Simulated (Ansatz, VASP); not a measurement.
**One calculation of Si2Ni, two programs**

INCAR

```
PREC     = Accurate       # precision mode
ENCUT    = 520            # plane-wave cutoff, eV
EDIFF    = 1E-6           # SCF threshold, eV
ISMEAR   = 0              # smearing method
SIGMA    = 0.15           # smearing width, eV
LREAL    = False          # projectors in reciprocal space
LASPH    = True           # aspherical terms in the spheres
NELM     = 100            # most SCF steps
ALGO     = Normal         # electronic algorithm
ISIF     = 2              # what is computed and relaxed
LWAVE    = False          # write WAVECAR
LCHARG   = False          # write CHGCAR
GGA      = PS             # functional
NBANDS   = 37             # bands
```

File KPOINTS:

```
regular mesh
0
Gamma
  14 14 5
```

File POSCAR:

```
Si2Ni
1.0
    2.6957048483     -2.6957048483      0.0000000000
    2.6957048483      0.0000000000     -2.6957048483
    5.6800848311      5.6800848311      5.6800848311
Si Ni
6 3
Direct
    0.6666666667      0.6666666667      0.3955065163
    1.0000000000      0.0000000000      0.0791139590
    0.3333333333      0.3333333333      0.7118990736
    0.6666666667      0.6666666667      0.8700953523
    1.0000000000      0.0000000000      0.5537027949
    0.3333333333      0.3333333333      0.2373102376
    0.3333333333      0.3333333333      0.4746046556
    0.6666666667      0.6666666667      0.1582120983
    1.0000000000      0.0000000000      0.7909972129
```

Input for Ansatz:

```yaml
crystal:
  lattice:
    - [2.6957048483, -2.6957048483, 0.0]
    - [2.6957048483, 0.0, -2.6957048483]
    - [5.6800848311, 5.6800848311, 5.6800848311]
  atoms:
    - { symbol: Si, position: [0.6666666667, 0.6666666667, 0.3955065163] }
    - { symbol: Si, position: [1.0, 0.0, 0.079113959] }
    - { symbol: Si, position: [0.3333333333, 0.3333333333, 0.7118990736] }
    - { symbol: Si, position: [0.6666666667, 0.6666666667, 0.8700953523] }
    - { symbol: Si, position: [1.0, 0.0, 0.5537027949] }
    - { symbol: Si, position: [0.3333333333, 0.3333333333, 0.2373102376] }
    - { symbol: Ni, position: [0.3333333333, 0.3333333333, 0.4746046556] }
    - { symbol: Ni, position: [0.6666666667, 0.6666666667, 0.1582120983] }
    - { symbol: Ni, position: [1.0, 0.0, 0.7909972129] }
basis:
  ecutwfc: 420
kpoints:
  mp_grid: { grid: [14, 14, 5] }
hamiltonian:
  xc: pbesol
scf:
  occupations: { method: gaussian, width: 0.15 }
output:
  forces: true
  stress: true
  eigenvalues: true
  write_density: true
  write_potential: true
  elf: true
  volumetric_format: npy
```

Alike in both runs: task single point; functional PBEsol; k mesh 14 × 14 × 5; occupations gaussian, width 0.15 eV; no spin polarisation.

```csv
,VASP,Ansatz
version,VASP 6.6.1,Ansatz 0.2.0
potentials or method,"VASP PAW PBE potentials, release 64 (Si, Ni), cutoff 520 eV","scalar-relativistic, plane waves, PAW"
valence electrons in the cell,54,78
```

Ansatz gave:

| Item | Value |
| --- | --- |
| gap on the k mesh at the Fermi level (eV) | none |
| pressure (GPa) | -4.0 |
| traceless stress, the component that is largest in VASP (GPa) | -1.66 |
| rms of the force components (eV/Å) | 0.306 |

**Question.** Which values does VASP return?

**Answer.** gap on the k mesh at the Fermi level (eV): none; pressure (GPa): -3.7; traceless stress, the component that is largest in VASP (GPa): -1.70; rms of the force components (eV/Å): 0.307.

VASP's potentials were made for PBE, not for PBEsol. Atom by atom the forces differ by 0.003 eV/Å (rms over components). A gap of «none» marks a metal or a gap that the smearing closes. The functional is the same, so the differences come from potentials, cutoffs and numerics. VASP's potentials hold 54 valence electrons a cell and Ansatz's 78, so a difference there can come from the potentials and not from the codes.
